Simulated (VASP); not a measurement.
# HPt6 in VASP: notebook

HPt6 is run at these levels: PBE; tasks: single point.

Everything below comes from runs of VASP 6.6.1. Logs are shortened: lines on timing, memory, paths and dates and some standing lists are left out, and cuts for length are marked.

## Step 1: The cell of the first run

The cell holds a slab with vacuum, 14 atoms: a = 5.614 Å, b = 5.614 Å, c = 21.851 Å, α = 90.00°, β = 90.00°, γ = 90.00°.

## Step 2: Single point, PBE

Contents of INCAR:

```
  ALGO = Normal
  DIPOL = 0.5 0.5 0.297
  EDIFF = 1E-6
  ENCUT = 520
  GGA = PE
  IDIPOL = 3
  ISIF = 2
  ISMEAR = 0
  LASPH = True
  LCHARG = False
  LDIPOL = True
  LREAL = False
  LWAVE = False
  NBANDS = 74
  NELM = 80
  PREC = Accurate
  SIGMA = 0.1
```

Contents of KPOINTS:

```
k-points
0
Gamma
  5 5 1
```

Contents of POSCAR:

```
HPt6
1.0
    5.6143281343      0.0000000000      0.0000000000
    0.0000000000      5.6143281343      0.0000000000
    0.0000000000      0.0000000000     21.8513792319
Pt H
12 2
Direct
    0.2500000000      0.2500000000      0.1830548066
    0.2500000000      0.7500000000      0.1830548066
    0.7500000000      0.2500000000      0.1830548066
    0.7500000000      0.7500000000      0.1830548066
    0.0000000000      0.0000000000      0.2712126041
    0.0000000000      0.5000000000      0.2712126041
    0.5000000000      0.0000000000      0.2712126041
    0.5000000000      0.5000000000      0.2712126041
    0.2500000000      0.2500000000      0.3593081768
    0.2500000000      0.7500000000      0.3593081768
    0.7500000000      0.2500000000      0.3593081768
    0.7500000000      0.7500000000      0.3593081768
   -0.1331414877      0.0000000000      0.4531237652
    0.1331414877      0.0000000000      0.4531237652
```

Potentials or basis: VASP PAW PBE potentials, release 64 (Pt, H).

The run is started by

```sh
$ cat potpaw_PBE.64/Pt/POTCAR potpaw_PBE.64/H/POTCAR > POTCAR
$ mpirun -np 1 vasp_std > vasp.out
```

OUTCAR:

```text
EDIFF = 1E-6
   ENCUT = 520
   GGA = PE
   ISIF = 2
   ISMEAR = 0
   LASPH = True
   LREAL = False
   NELM = 80
   PREC = Accurate

 ion  position               nearest neighbor table
   1  0.250  0.250  0.183-   5 2.77   6 2.77   7 2.77   8 2.77   2 2.81   3 2.81   2 2.81   3 2.81

   2  0.250  0.750  0.183-   5 2.77   6 2.77   7 2.77   8 2.77   1 2.81   4 2.81   1 2.81   4 2.81

   3  0.750  0.250  0.183-   5 2.77   6 2.77   7 2.77   8 2.77   1 2.81   4 2.81   4 2.81   1 2.81
[... 15 lines left out ...]
  11  0.750  0.250  0.359-   5 2.77   6 2.77   7 2.77   8 2.77   9 2.81  12 2.81  12 2.81   9 2.81

  12  0.750  0.750  0.359-   5 2.77   6 2.77   7 2.77   8 2.77  10 2.81  11 2.81  11 2.81  10 2.81

  13  0.867  0.000  0.453-
  14  0.133  0.000  0.453-

  LATTYP: Found a simple tetragonal cell.
 ALAT       =     5.6143281343
 C/A-ratio  =     3.8920737636

  Lattice vectors:

 A1 = (   5.6143281343,   0.0000000000,   0.0000000000)
 A2 = (   0.0000000000,   5.6143281343,   0.0000000000)
 A3 = (   0.0000000000,   0.0000000000,  21.8513792319)

Analysis of symmetry for initial positions (statically):
=====================================================================
 Subroutine PRICEL returns:
 Original cell was already a primitive cell.

 Routine SETGRP: Setting up the symmetry group for a
 simple tetragonal supercell.

 Subroutine GETGRP returns: Found  4 space group operations
 (whereof  4 operations were pure point group operations)
 out of a pool of 16 trial point group operations.

The static configuration has the point symmetry C_2v.

Analysis of symmetry for dynamics (positions and initial velocities):
=====================================================================
 Subroutine PRICEL returns:
 Original cell was already a primitive cell.

 Routine SETGRP: Setting up the symmetry group for a
 simple tetragonal supercell.

 Subroutine GETGRP returns: Found  4 space group operations
 (whereof  4 operations were pure point group operations)
 out of a pool of 16 trial point group operations.

The dynamic configuration has the point symmetry C_2v.

 Subroutine INISYM returns: Found  4 space group operations
 (whereof  4 operations are pure point group operations),
 and found     1 'primitive' translations

----------------------------------------------------------------------------------------
[... 122 lines left out ...]
  volume/ion in A,a.u.               =      49.20       332.00
  Fermi-wavevector in a.u.,A,eV,Ry     =   0.919397  1.737409 11.500891  0.845292
  Thomas-Fermi vector in A             =   2.044587
   LORBIT       =      0    0 simple, 1 ext, 2 COOP (PROOUT), +10 PAW based schemes
   GGA     = PE    functional components
   LHFCALC =     F    Hartree Fock is set to
   AEXX    =    0.0000 exact exchange contribution
   IVDW    =     0    specifies the selected vdW correction
   LEPSILON=     F    determine dielectric tensor
   LRPA    =     F    only Hartree local field effects (RPA)
 non-spin polarized calculation
 Gauss-broadening in eV      SIGMA  =   0.10
  energy-cutoff  :      520.00
  volume of cell :      688.77
 maximum number of plane-waves:     18583
 NGX is ok and might be reduce to    42
   NGX = 21   NGY = 21   NGZ = 81

 dipolmoment           0.000000      0.000000      0.000410 electrons x Angstroem

 number of electron     122.0000011 magnetization

 dipolmoment           0.000000      0.000000     -0.013933 electrons x Angstroem

 Free energy of the ion-electron system (eV)
  ---------------------------------------------------
  ext. energy  EPLUGINS =         0.00000000
  ---------------------------------------------------
  free energy    TOTEN  =       -70.69153277 eV

  energy without entropy =      -70.54127419  energy(sigma->0) =      -70.61640348

 E-fermi :  -1.1695     XC(G=0):  -4.6344

 val. band max:       -1.1817410604   @ k =   0.2000   0.2000   0.0000
 cond. band min:      -1.1658038895   @ k =   0.0000   0.0000   0.0000
 fundamental gap:      0.0159371708
 Fermi energy:        -1.1694951550

 k-point     1 :       0.0000    0.0000    0.0000
  band No.  band energies     occupation
      1     -10.0500      2.00000
      2      -7.6678      2.00000
      3      -7.6400      2.00000
      4      -7.6027      2.00000
      5      -7.4128      2.00000
      6      -7.4009      2.00000
[... 673 lines left out ...]
     72       2.5113      0.00000
     73       2.7269      0.00000
 [bands above 73 left out]

------------------------ aborting loop because EDIFF is reached ----------------------------------------

 vacuum level on the upper side and lower side of the slab       (xc-potential included)        -0.182        -0.102

  FORCE on cell =-STRESS in cart. coord.  units (eV):
  Direction    XX          YY          ZZ          XY          YZ          ZX
  --------------------------------------------------------------------------------------
  -------------------------------------------------------------------------------------
  Total      -15.7015288    -13.6706842     -3.3384110      0.0000000      0.0000000      0.0000000
  in kB      -36.5239791    -31.7999470     -7.7656167      0.0000000      0.0000000      0.0000000
  external PRESSURE =     -25.3631809 kB  Pullay stress =       0.0000000 kB

 VOLUME and BASIS-vectors are now :
 -----------------------------------------------------------------------------
  energy-cutoff  :      520.00
  volume of cell :      688.77
      direct lattice vectors                 reciprocal lattice vectors
     5.614328134  0.000000000  0.000000000     0.178115703  0.000000000  0.000000000
     0.000000000  5.614328134  0.000000000     0.000000000  0.178115703  0.000000000
     0.000000000  0.000000000 21.851379232     0.000000000  0.000000000  0.045763702

 POSITION                                       TOTAL-FORCE (eV/Angst)
 -----------------------------------------------------------------------------------
      1.40358      1.40358      4.00000         0.013486      0.034290     -0.003057
      1.40358      4.21075      4.00000         0.013486     -0.034290     -0.003057
      4.21075      1.40358      4.00000        -0.013486      0.034290     -0.003057
      4.21075      4.21075      4.00000        -0.013486     -0.034290     -0.003057
      0.00000      0.00000      5.92637         0.000000     -0.000000     -0.165773
      0.00000      2.80716      5.92637         0.000000     -0.000000      0.006508
      2.80716      0.00000      5.92637         0.000000     -0.000000     -0.110433
      2.80716      2.80716      5.92637         0.000000     -0.000000     -0.102760
      1.40358      1.40358      7.85138        -0.115203     -0.158297      0.575372
      1.40358      4.21075      7.85138        -0.115203      0.158297      0.575372
      4.21075      1.40358      7.85138         0.115203     -0.158297      0.575372
      4.21075      4.21075      7.85138         0.115203      0.158297      0.575372
      4.86683      0.00000      9.90138         1.705702     -0.000000     -0.958402
      0.74750      0.00000      9.90138        -1.705702      0.000000     -0.958402
 -----------------------------------------------------------------------------------
    total drift:                                0.000000      0.000000     -0.000146

  FREE ENERGIE OF THE ION-ELECTRON SYSTEM (eV)
  ---------------------------------------------------
  free  energy   TOTEN  =       -70.6915327671 eV

  energy  without entropy=      -70.5412741905  energy(sigma->0) =      -70.61640348

 vacuum level on the upper side and lower side of the slab         4.303         4.383
```

Wall time 13 min (1 thread of Intel Xeon 6975P-C (Granite Rapids), shared host); peak memory 0.79 GiB.

Results:

- Free energy: -70.6915 eV
- Largest force: 1.957 eV/Å
- Band gap on the k mesh: zero (bands 61 and 62 overlap by 0.34 eV)

Forces on the atoms (eV/Å):
```
Pt   0.013  0.034 -0.003
Pt   0.013 -0.034 -0.003
Pt  -0.013  0.034 -0.003
Pt  -0.013 -0.034 -0.003
Pt   0.000  0.000 -0.166
Pt   0.000  0.000  0.007
Pt   0.000  0.000 -0.110
Pt   0.000  0.000 -0.103
Pt  -0.115 -0.158  0.575
Pt  -0.115  0.158  0.575
Pt   0.115 -0.158  0.575
Pt   0.115  0.158  0.575
H    1.706  0.000 -0.958
H   -1.706  0.000 -0.958
```

Levels at points of the mesh, in eV from the Fermi level:
```csv
k point,band 57,band 58,band 59,band 60,band 61,band 62,band 63,band 64,band 65,band 66
"(0.00, 0.00, 0.00)",0.02,0.07,0.12,0.12,0.31,0.34,0.76,0.80,0.84,1.03
```

Caveat: spin-orbit coupling is left out, which moves the levels of the heavy elements.

## Step 3: Single point, PBE

Contents of INCAR:

```
  ALGO = Normal
  DIPOL = 0.5 0.5 0.287
  EDIFF = 1E-7
  ENCUT = 520
  GGA = PE
  IDIPOL = 3
  ISIF = 2
  ISMEAR = 0
  LASPH = True
  LCHARG = False
  LDIPOL = True
  LREAL = False
  LWAVE = False
  NBANDS = 74
  NELM = 60
  PREC = Accurate
  SIGMA = 0.1
```

KPOINTS is that of step 2.

POSCAR, as its differences from that of step 2:

```diff
@@ -20,3 +20,3 @@
     0.7500000000      0.7500000000      0.3593081768
-   -0.1331414877      0.0000000000      0.4531237652
-    0.1331414877      0.0000000000      0.4531237652
+   -0.1646679670      0.0000000000      0.3799018425
+    0.1646679670      0.0000000000      0.3799018425
```

Potentials or basis: VASP PAW PBE potentials, release 64 (Pt, H).

The run is started by

```sh
$ cat potpaw_PBE.64/Pt/POTCAR potpaw_PBE.64/H/POTCAR > POTCAR
$ mpirun -np 1 vasp_std > vasp.out
```

OUTCAR:

```text
EDIFF = 1E-7
   ENCUT = 520
   GGA = PE
   ISIF = 2
   ISMEAR = 0
   LASPH = True
   LREAL = False
   NELM = 60
   PREC = Accurate

 ion  position               nearest neighbor table
   1  0.250  0.250  0.183-   5 2.77   6 2.77   7 2.77   8 2.77   2 2.81   3 2.81   2 2.81   3 2.81

   2  0.250  0.750  0.183-   5 2.77   6 2.77   7 2.77   8 2.77   1 2.81   4 2.81   1 2.81   4 2.81

   3  0.750  0.250  0.183-   5 2.77   6 2.77   7 2.77   8 2.77   1 2.81   4 2.81   4 2.81   1 2.81
[... 4 lines left out ...]
                             6 2.81   7 2.81   6 2.81   7 2.81
   6  0.000  0.500  0.271-   9 2.77  10 2.77  11 2.77  12 2.77   1 2.77   2 2.77   3 2.77   4 2.77
                             5 2.81   8 2.81   5 2.81   8 2.81
   7  0.500  0.000  0.271-   9 2.77  10 2.77  11 2.77  12 2.77   1 2.77   2 2.77   3 2.77   4 2.77
                             5 2.81   8 2.81   8 2.81   5 2.81
   8  0.500  0.500  0.271-   9 2.77  10 2.77  11 2.77  12 2.77   1 2.77   2 2.77   3 2.77   4 2.77
                             6 2.81   7 2.81   7 2.81   6 2.81
   9  0.250  0.250  0.359-  14 1.55   6 2.77   7 2.77   8 2.77   5 2.77  11 2.81  10 2.81  10 2.81
                            11 2.81
[... 905 lines left out ...]
  -------------------------------------------------------------------------------------
  Total       -6.4767412      5.7379798      6.7070458      0.0000000      0.0000000      0.0000000
  in kB      -15.0658170     13.3473535     15.6015381      0.0000000      0.0000000      0.0000000
  external PRESSURE =       4.6276915 kB  Pullay stress =       0.0000000 kB

 VOLUME and BASIS-vectors are now :
 -----------------------------------------------------------------------------
  energy-cutoff  :      520.00
  volume of cell :      688.77
      direct lattice vectors                 reciprocal lattice vectors
     5.614328134  0.000000000  0.000000000     0.178115703  0.000000000  0.000000000
     0.000000000  5.614328134  0.000000000     0.000000000  0.178115703  0.000000000
     0.000000000  0.000000000 21.851379232     0.000000000  0.000000000  0.045763702

 POSITION                                       TOTAL-FORCE (eV/Angst)
 -----------------------------------------------------------------------------------
      1.40358      1.40358      4.00000        -0.039703      0.054141     -0.036050
      1.40358      4.21075      4.00000        -0.039703     -0.054141     -0.036050
      4.21075      1.40358      4.00000         0.039703      0.054141     -0.036050
      4.21075      4.21075      4.00000         0.039703     -0.054141     -0.036050
      0.00000      0.00000      5.92637         0.000000     -0.000000     -1.122698
      0.00000      2.80716      5.92637         0.000000     -0.000000     -0.346379
      2.80716      0.00000      5.92637         0.000000     -0.000000     -0.632418
      2.80716      2.80716      5.92637         0.000000     -0.000000     -0.152826
      1.40358      1.40358      7.85138         0.892604      2.775168     -0.511689
      1.40358      4.21075      7.85138         0.892604     -2.775168     -0.511689
      4.21075      1.40358      7.85138        -0.892604      2.775168     -0.511689
      4.21075      4.21075      7.85138        -0.892604     -2.775168     -0.511689
      4.68983      0.00000      8.30138         1.173821     -0.000000      2.222639
      0.92450      0.00000      8.30138        -1.173821     -0.000000      2.222639
 -----------------------------------------------------------------------------------
    total drift:                                0.000000      0.000000     -0.000129

  FREE ENERGIE OF THE ION-ELECTRON SYSTEM (eV)
  ---------------------------------------------------
  free  energy   TOTEN  =       -72.2910977528 eV

  energy  without entropy=      -72.1499326057  energy(sigma->0) =      -72.22051518

 vacuum level on the upper side and lower side of the slab         4.384         4.414
```

OSZICAR:

```text
N       E                     dE             d eps       ncg     rms          rms(c)
DAV:   1     0.860767889689E+03    0.86077E+03   -0.50376E+04  1332   0.135E+03
DAV:   2    -0.124110708472E+01   -0.86201E+03   -0.79737E+03  1664   0.266E+02
DAV:   3    -0.745281126540E+02   -0.73287E+02   -0.67834E+02  1640   0.739E+01
[... 27 lines left out ...]
DAV:  31    -0.722910965850E+02   -0.86308E-06   -0.26567E-08   872   0.522E-04    0.299E-04
DAV:  32    -0.722910973768E+02   -0.79182E-06   -0.37562E-08   914   0.471E-04    0.419E-04
DAV:  33    -0.722910975802E+02   -0.20344E-06   -0.10044E-08   836   0.378E-04    0.167E-04
DAV:  34    -0.722910976914E+02   -0.11120E-06   -0.50473E-09   794   0.130E-04    0.131E-04
DAV:  35    -0.722910977528E+02   -0.61384E-07   -0.30009E-09   800   0.197E-04
   1 F= -.72291098E+02 E0= -.72220515E+02  d E =-.141165E+00
```

stdout:

```text
POSCAR found type information on POSCAR PtH
 POSCAR found :  2 types and      14 ions
 scaLAPACK will be used
 LDA part: xc-table for (Slater+PW92), standard interpolation
 POSCAR, INCAR and KPOINTS ok, starting setup
 FFT: planning ... GRIDC
 FFT: planning ... GRID_SOFT
 FFT: planning ... GRID
 WAVECAR not read
 entering main loop
```

Wall time 16 min (1 thread of Intel Xeon 6975P-C (Granite Rapids), shared host); peak memory 0.78 GiB.

Results:

- Free energy: -72.2911 eV
- Largest force: 2.960 eV/Å
- Band gap on the k mesh: zero (bands 61 and 62 overlap by 0.17 eV)

Forces in eV/Å, atoms in the order of the input:
```
Pt  -0.040  0.054 -0.036
Pt  -0.040 -0.054 -0.036
Pt   0.040  0.054 -0.036
Pt   0.040 -0.054 -0.036
Pt   0.000  0.000 -1.123
Pt   0.000  0.000 -0.346
Pt   0.000  0.000 -0.632
Pt   0.000  0.000 -0.153
Pt   0.893  2.775 -0.512
Pt   0.893 -2.775 -0.512
Pt  -0.893  2.775 -0.512
Pt  -0.893 -2.775 -0.512
H    1.174  0.000  2.223
H   -1.174  0.000  2.223
```

Caveat: spin-orbit coupling is left out, which moves the levels of the heavy elements.

[end of part 1 of 2]
